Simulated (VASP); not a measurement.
# MgO2 (I4/mcm) in VASP: a series of runs

The runs below take MgO2 through single point, relaxation of cell and atoms, with r2SCAN.

All numbers are computed with VASP 6.6.1; they aren't measurements. Logs are shortened: lines on timing, memory, paths and dates and some standing lists are left out, and cuts for length are marked.

### 1 The cell of the first run

The structure is tetragonal, space group I4/mcm (No. 140). Conventional cell: a = 4.002 Å, b = 4.002 Å, c = 4.729 Å, α = 90.00°, β = 90.00°, γ = 90.00°. Mg (site symmetry 422) has 8 O at 1.98 Å and 2 Mg at 2.36 Å within 2.6 Å. O (site symmetry m2m) has 1 O at 1.40 Å within 1.9 Å.

### 2 Single point, r2SCAN

POSCAR reads:

```
MgO2
1.0
   -2.0008843491      2.0008843491      2.3643984468
    2.0008843491     -2.0008843491      2.3643984468
    2.0008843491      2.0008843491     -2.3643984468
Mg O
2 4
Direct
    0.2500000000      0.2500000000      0.0000000000
    0.7500000000      0.7500000000      0.0000000000
    0.1236170697      0.6236170697      0.7472341394
    0.6236170697      0.8763829303      0.5000000000
    0.8763829303      0.3763829303      0.2527658606
    0.3763829303      0.1236170697      0.5000000000
```

INCAR.step1 reads:

```
PREC = Accurate ; ENCUT = 660
ISMEAR = 0 ; SIGMA = 0.1
LREAL = False ; LASPH = True
NELM = 120 ; NBANDS = 23
GGA = PE ; ALGO = Normal
EDIFF = 1E-5 ; LWAVE = True
LCHARG = False ; GGA_COMPAT = False
```

INCAR.step2 reads:

```
PREC = Accurate ; ENCUT = 660
EDIFF = 1E-6 ; ISMEAR = 0
SIGMA = 0.1 ; LREAL = False
LASPH = True ; NELM = 120
ALGO = Normal ; ISIF = 2
LWAVE = False ; LCHARG = False
METAGGA = R2SCAN ; LMIXTAU = True
NBANDS = 23 ; ISTART = 1
GGA_COMPAT = False
```

KPOINTS reads:

```
regular mesh
0
Gamma
  6 6 6
```

Potentials or basis: VASP PAW PBE potentials, release 64 (Mg, O).

On the command line:

```bash
$ cat potpaw_PBE.64/Mg/POTCAR potpaw_PBE.64/O/POTCAR > POTCAR
$ cp INCAR.step1 INCAR
$ mpirun -np 1 vasp_std > vasp.out
$ cp INCAR.step2 INCAR
$ mpirun -np 1 vasp_std > vasp.out
```

OUTCAR:

```text
PREC = Accurate
   ENCUT = 660
   EDIFF = 1E-6
   ISMEAR = 0
   LREAL = False
   LASPH = True
   NELM = 120
   ISIF = 2
   METAGGA = R2SCAN
   ISTART = 1

 ion  position               nearest neighbor table
   1  0.250  0.250  0.000-   5 1.98   3 1.98   6 1.98   6 1.98   4 1.98   4 1.98   3 1.98   5 1.98
                             2 2.36   2 2.36   3 2.81   5 2.81   3 2.81   5 2.81   6 2.81   6 2.81
   2  0.750  0.750  0.000-   5 1.98   3 1.98   4 1.98   4 1.98   6 1.98   6 1.98   5 1.98   3 1.98
                             1 2.36   1 2.36   5 2.81   3 2.81   5 2.81   3 2.81   4 2.81   4 2.81
   3  0.124  0.624  0.747-   5 1.40   1 1.98   2 1.98   2 1.98   1 1.98   1 2.81   2 2.81   2 2.81
                             1 2.81
   4  0.624  0.876  0.500-   6 1.40   2 1.98   1 1.98   2 1.98   1 1.98   2 2.81   2 2.81   1 2.81
                             1 2.81
   5  0.876  0.376  0.253-   3 1.40   2 1.98   1 1.98   2 1.98   1 1.98   2 2.81   1 2.81   1 2.81
                             2 2.81
   6  0.376  0.124  0.500-   4 1.40   1 1.98   2 1.98   1 1.98   2 1.98   1 2.81   1 2.81   2 2.81
                             2 2.81

  LATTYP: Found a body centered tetragonal cell.
 ALAT       =     4.0017686982
 C/A-ratio  =     1.1816767160

  Lattice vectors:

 A1 = (  -2.0008843491,   2.0008843491,   2.3643984468)
 A2 = (   2.0008843491,  -2.0008843491,   2.3643984468)
 A3 = (   2.0008843491,   2.0008843491,  -2.3643984468)

Analysis of symmetry for initial positions (statically):
=====================================================================
 Subroutine PRICEL returns:
 Original cell was already a primitive cell.

 Routine SETGRP: Setting up the symmetry group for a
 body centered tetragonal supercell.

 Subroutine GETGRP returns: Found 16 space group operations
 (whereof  8 operations were pure point group operations)
 out of a pool of 16 trial point group operations.

The static configuration has the point symmetry C_4h.
 The point group associated with its full space group is D_4h.

Analysis of symmetry for dynamics (positions and initial velocities):
=====================================================================
 Subroutine PRICEL returns:
 Original cell was already a primitive cell.

 Routine SETGRP: Setting up the symmetry group for a
 body centered tetragonal supercell.

 Subroutine GETGRP returns: Found 16 space group operations
 (whereof  8 operations were pure point group operations)
 out of a pool of 16 trial point group operations.

The dynamic configuration has the point symmetry C_4h.
 The point group associated with its full space group is D_4h.

 Subroutine INISYM returns: Found 16 space group operations
 (whereof  8 operations are pure point group operations),
 and found     1 'primitive' translations

----------------------------------------------------------------------------------------

                                     Primitive cell

  volume of cell :      37.8638

  direct lattice vectors                    reciprocal lattice vectors
    -2.000884349  2.000884349  2.364398447     0.000000000  0.249889505  0.211470279
     2.000884349 -2.000884349  2.364398447     0.249889505  0.000000000  0.211470279
     2.000884349  2.000884349 -2.364398447     0.249889505  0.249889505  0.000000000

  length of vectors
     3.687472898  3.687472898  3.687472898     0.327359808  0.327359808  0.353397127

  position of ions in fractional coordinates (direct lattice)
     0.250000000  0.250000000  0.000000000
     0.750000000  0.750000000  0.000000000
     0.123617070  0.623617070  0.747234139
     0.623617070  0.876382930  0.500000000
     0.876382930  0.376382930  0.252765861
     0.376382930  0.123617070  0.500000000

  ion indices of the primitive-cell ions
   primitive index   ion index
                 1           1
                 2           2
                 3           3
                 4           4
                 5           5
                 6           6

----------------------------------------------------------------------------------------

 KPOINTS: regular mesh

Automatic generation of k-mesh.
 Grid dimensions read from file:
 generate k-points for:    6    6    6

 Generating k-lattice:

  Cartesian coordinates                     Fractional coordinates (reciprocal lattice)
     0.000000000  0.041648251  0.035245047     0.166666667 -0.000000000  0.000000000
     0.041648251  0.000000000  0.035245047    -0.000000000  0.166666667  0.000000000
     0.041648251  0.041648251  0.000000000     0.000000000  0.000000000  0.166666667

  Length of vectors
     0.054559968  0.054559968  0.058899521

  Shift w.r.t. Gamma in fractional coordinates (k-lattice)
     0.000000000  0.000000000  0.000000000

 Subroutine IBZKPT returns following result:
 ===========================================

 Found     30 irreducible k-points:

 Following reciprocal coordinates:
            Coordinates               Weight
  0.000000  0.000000  0.000000      1.000000
  0.166667 -0.000000  0.000000      8.000000
  0.333333 -0.000000  0.000000      8.000000
  0.500000 -0.000000  0.000000      4.000000
  0.166667  0.166667  0.000000      8.000000
  0.333333  0.166667  0.000000     16.000000
[... 16 lines left out ...]
 -0.333333 -0.333333  0.166667      8.000000
 -0.166667 -0.333333  0.166667      8.000000
 [... further k-points ...]
   k-points           NKPTS =     30   k-points in BZ     NKDIM =     30   number of bands    NBANDS=     23
   number of dos      NEDOS =    301   number of ions     NIONS =      6
   total plane-waves  NPLWV =  32768
   dimension x,y,z NGX =    32 NGY =   32 NGZ =   32
   dimension x,y,z NGXF=    64 NGYF=   64 NGZF=   64
   ions per type =               2   4
   NGX,Y,Z   is equivalent  to a cutoff of  14.43, 14.43, 14.43 a.u.
   NGXF,Y,Z  is equivalent  to a cutoff of  28.85, 28.85, 28.85 a.u.
 SYSTEM =  unknown system
   PREC   = accura    normal or accurate (medium, high low for compatibility)
   ISTART =      1    job   : 0-new  1-cont  2-samecut
   ICHARG =      0    charge: 1-file 2-atom 10-const
   ISPIN  =      1    spin polarized calculation?
   LNONCOLLINEAR =      F non collinear calculations
   LSORBIT =      F    spin-orbit coupling
   LASPH  =      T    aspherical Exc in radial PAW
   ENCUT  =  660.0 eV  48.51 Ry    6.96 a.u.   7.72  7.72  7.72*2*pi/ulx,y,z
   NELM   =    120;   NELMIN=  2; NELMDL=  0     # of ELM steps
   EDIFF  = 0.1E-05   stopping-criterion for ELM
   LREAL  =      F    real-space projection
[... 7 lines left out ...]
   TEBEG  =    0.0;   TEEND  =   0.0 temperature during run
   PSTRESS=    0.0 pullay stress
   NELECT =      28.0000    total number of electrons
   NUPDOWN=      -1.0000    fix difference up-down
   EMIN   =  10.00;   EMAX   =-10.00  energy-range for DOS
   EFERMI =   0.00;   METHOD = LEGACY
   ISMEAR =     0;   SIGMA  =   0.10  broadening in eV -4-tet -1-fermi 0-gaus
   EFERMI_NEDOS =   21; number of points for ismear=-14 and -15
   IALGO  =     38    algorithm
   IMIX   =      4    mixing-type and parameters
     AMIX     =   0.40;   BMIX     =  1.00
     AMIX_MAG =   1.60;   BMIX_MAG =  1.00
  volume/ion in A,a.u.               =       6.31        42.59
  Fermi-wavevector in a.u.,A,eV,Ry     =   1.480423  2.797595 29.819259  2.191654
  Thomas-Fermi vector in A             =   2.594459
   LORBIT       =      0    0 simple, 1 ext, 2 COOP (PROOUT), +10 PAW based schemes
   METAGGA = R2SCAN    functional components
   LHFCALC =     F    Hartree Fock is set to
   AEXX    =    0.0000 exact exchange contribution
   IVDW    =     0    specifies the selected vdW correction
   LEPSILON=     F    determine dielectric tensor
   LRPA    =     F    only Hartree local field effects (RPA)
 non-spin polarized calculation
 Gauss-broadening in eV      SIGMA  =   0.10
  energy-cutoff  :      660.00
  volume of cell :       37.86
 maximum number of plane-waves:      1478
   NGX = 15   NGY = 15   NGZ = 15

 number of electron      28.0000009 magnetization

 Free energy of the ion-electron system (eV)
  ---------------------------------------------------
  ext. energy  EPLUGINS =         0.00000000
  ---------------------------------------------------
  free energy    TOTEN  =       -39.31873727 eV

  energy without entropy =      -39.31873727  energy(sigma->0) =      -39.31873727

 E-fermi :   8.7082     XC(G=0): -13.7996

 val. band max:        8.2362759371   @ k =   0.5000   0.5000   0.5000
 cond. band min:      12.8722339492   @ k =  -0.3333   0.1667  -0.0000
 fundamental gap:      4.6359580122
 Fermi energy:         8.7081581142

 k-point     1 :       0.0000    0.0000    0.0000
  band No.  band energies     occupation
      1     -18.6065      2.00000
      2     -15.3953      2.00000
      3      -9.2284      2.00000
      4      -9.2284      2.00000
      5      -0.7227      2.00000
      6      -0.6490      2.00000
[... 15 lines left out ...]
     22      24.6646      0.00000
     23      26.0691      0.00000

 k-point     2 :       0.1667   -0.0000    0.0000
  band No.  band energies     occupation
      1     -18.3964      2.00000
      2     -15.6245      2.00000
      3      -9.2757      2.00000
      4      -9.2589      2.00000
      5      -1.3979      2.00000
      6      -1.2641      2.00000
[... 15 lines left out ...]
     22      24.5859      0.00000
     23      25.7663      0.00000

 k-point     3 :       0.3333   -0.0000    0.0000
  band No.  band energies     occupation
      1     -17.8208      2.00000
      2     -16.2295      2.00000
      3      -9.3676      2.00000
      4      -9.3419      2.00000
      5      -2.0941      2.00000
      6      -1.9567      2.00000
[... 15 lines left out ...]
     22      24.1789      0.00000
     23      26.3852      0.00000
[... 495 lines left out ...]
 k-point    23 :      -0.3333   -0.3333    0.1667
  band No.  band energies     occupation
      1     -17.3934      2.00000
      2     -16.4452      2.00000
      3      -9.9092      2.00000
      4      -9.4508      2.00000
      5      -1.8505      2.00000
      6      -1.1240      2.00000
[... 15 lines left out ...]
     22      23.5975      0.00000
     23      25.5048      0.00000

 k-point    24 :      -0.1667   -0.3333    0.1667
  band No.  band energies     occupation
      1     -17.8468      2.00000
      2     -16.0778      2.00000
      3      -9.5376      2.00000
      4      -9.5374      2.00000
      5      -1.2535      2.00000
      6      -1.0588      2.00000
[... 15 lines left out ...]
     22      24.1238      0.00000
     23      25.4944      0.00000

 [... further k-points ...]
[... 5 lines left out ...]
  --------------------------------------------------------------------------------------
  -------------------------------------------------------------------------------------
  Total       22.1926258     22.1926258     21.6799734      0.0000000     -0.0000000      0.0000000
  in kB      939.0628118    939.0628118    917.3703420      0.0000000     -0.0000000      0.0000000
  external PRESSURE =     931.8319885 kB  Pullay stress =       0.0000000 kB

 VOLUME and BASIS-vectors are now :
 -----------------------------------------------------------------------------
  energy-cutoff  :      660.00
  volume of cell :       37.86
      direct lattice vectors                 reciprocal lattice vectors
    -2.000884349  2.000884349  2.364398447     0.000000000  0.249889505  0.211470279
     2.000884349 -2.000884349  2.364398447     0.249889505  0.000000000  0.211470279
     2.000884349  2.000884349 -2.364398447     0.249889505  0.249889505  0.000000000

 POSITION                                       TOTAL-FORCE (eV/Angst)
 -----------------------------------------------------------------------------------
      0.00000      0.00000      1.18220         0.000000      0.000000     -0.000000
      0.00000      0.00000      3.54660         0.000000      0.000000     -0.000000
      2.49557      0.49469      0.00000         0.251646      0.251646     -0.000000
      1.50620      0.49469      2.36440        -0.251646      0.251646      0.000000
     -0.49469      1.50620      2.36440        -0.251646     -0.251646      0.000000
      0.49469      1.50620      0.00000         0.251646     -0.251646      0.000000
 -----------------------------------------------------------------------------------
    total drift:                                0.000000     -0.000000      0.000000

  FREE ENERGIE OF THE ION-ELECTRON SYSTEM (eV)
  ---------------------------------------------------
  free  energy   TOTEN  =       -39.3187372726 eV

  energy  without entropy=      -39.3187372726  energy(sigma->0) =      -39.31873727
```

Wall time 3.2 min (1 thread of Intel Xeon 8259CL, shared host); peak memory 0.2 GiB.

Results:

- Free energy: -39.3187 eV
- Pressure: 93.2 GPa
- Largest force: 0.356 eV/Å
- Band gap on the k mesh: 4.64 eV (least direct gap 5.59 eV)

Forces on the atoms (eV/Å):
```
Mg   0.000  0.000  0.000
Mg   0.000  0.000  0.000
O    0.252  0.252  0.000
O   -0.252  0.252  0.000
O   -0.252 -0.252  0.000
O    0.252 -0.252  0.000
```

Levels at points of the mesh, in eV from the valence-band top:
```csv
k point,band 10,band 11,band 12,band 13,band 14,band 15,band 16,band 17,band 18,band 19
"(0.00, 0.00, 0.00)",-5.56,-4.93,-3.89,-3.89,-0.53,6.08,6.08,9.29,12.70,14.42
"(0.50, 0.00, 0.00)",-5.18,-2.88,-2.88,-2.42,-2.42,4.72,4.72,12.14,12.14,14.58
"(0.50, 0.50, 0.00)",-4.59,-4.54,-2.90,-2.62,-1.66,5.37,5.81,11.69,11.78,13.42
"(0.50, 0.50, 0.50)",-7.06,-4.34,-1.69,-1.69,0.00,5.83,5.83,13.35,14.14,14.18
```

Caveat: the cell stands under pressure; the PAW data sets were made with another functional, which shifts forces and pressure a little. A k mesh can miss the band edges.

### 3 Single point, r2SCAN

This run uses another cell than the first one, of 8.63 Å³/atom.

POSCAR reads:

```
MgO2
1.0
   -2.2358364300      2.2358364300      2.5899110000
    2.2358364300     -2.2358364300      2.5899110000
    2.2358364300      2.2358364300     -2.5899110000
Mg O
2 4
Direct
    0.2500000000      0.2500000000      0.0000000000
    0.7500000000      0.7500000000      0.0000000000
    0.1151000000      0.6151000000      0.7302000000
    0.6151000000      0.8849000000      0.5000000000
    0.8849000000      0.3849000000      0.2698000000
    0.3849000000      0.1151000000      0.5000000000
```

INCAR.step1 reads:

```
SYSTEM = MgO2
  ALGO = Normal
  EDIFF = 1E-5
  ENCUT = 660
  GGA = PE
  GGA_COMPAT = .False.
  ISMEAR = 0
  LASPH = .True.
  LCHARG = .False.
  LREAL = .False.
  LWAVE = .True.
  NBANDS = 23
  NELM = 120
  PREC = Accurate
  SIGMA = 0.1
```

INCAR.step2 reads:

```
SYSTEM = MgO2
  ALGO = Normal
  EDIFF = 1E-6
  ENCUT = 660
  GGA_COMPAT = .False.
  ISIF = 2
  ISMEAR = 0
  ISTART = 1
  LASPH = .True.
  LCHARG = .False.
  LMIXTAU = .True.
  LREAL = .False.
  LWAVE = .False.
  METAGGA = R2SCAN
  NBANDS = 23
  NELM = 120
  PREC = Accurate
  SIGMA = 0.1
```

KPOINTS reads:

```
k-points
0
Gamma
  6 6 6
  0 0 0
```

Potentials or basis: VASP PAW PBE potentials, release 64 (Mg, O).

On the command line:

```bash
$ cat potpaw_PBE.64/Mg/POTCAR potpaw_PBE.64/O/POTCAR > POTCAR
$ cp INCAR.step1 INCAR
$ mpirun -np 1 vasp_std > vasp.out
$ cp INCAR.step2 INCAR
$ mpirun -np 1 vasp_std > vasp.out
```

Wall time 4.4 min (1 thread of Intel Xeon 8259CL, shared host); peak memory 0.24 GiB.

Results (log left out):

```
Free energy            : -42.1308 eV
Pressure               : -1.3 GPa
Largest force          : 1.140 eV/Å
Band gap on the k mesh : 3.94 eV (least direct gap 4.73 eV)
```

Forces in eV/Å, atoms in the order of the input:
```
Mg   0.000  0.000  0.000
Mg   0.000  0.000  0.000
O    0.806  0.806  0.000
O   -0.806  0.806  0.000
O   -0.806 -0.806  0.000
O    0.806 -0.806  0.000
```

Stress tensor (GPa, compression positive):
```
-8.27  0.00  0.00
 0.00 -8.27  0.00
 0.00  0.00 12.54
```

Levels at points of the mesh, in eV from the valence-band top:
```
           k point  band 11  band 12  band 13  band 14  band 15  band 16  band 17  band 18
(0.00, 0.00, 0.00)    -3.77    -2.43    -2.43    -0.39     5.38     5.38     6.04    10.97
(0.50, 0.00, 0.00)    -2.01    -2.01    -1.46    -1.46     4.18     4.18     9.06     9.06
(0.50, 0.50, 0.00)    -2.88    -1.97    -1.56    -0.92     4.66     5.28     8.38     9.15
(0.50, 0.50, 0.50)    -3.44    -0.95    -0.95     0.00     4.96     4.96     9.89    10.36
```

Caveat: the PAW data sets were made with another functional, which shifts forces and pressure a little.

(Continued in part 2 of 2.)
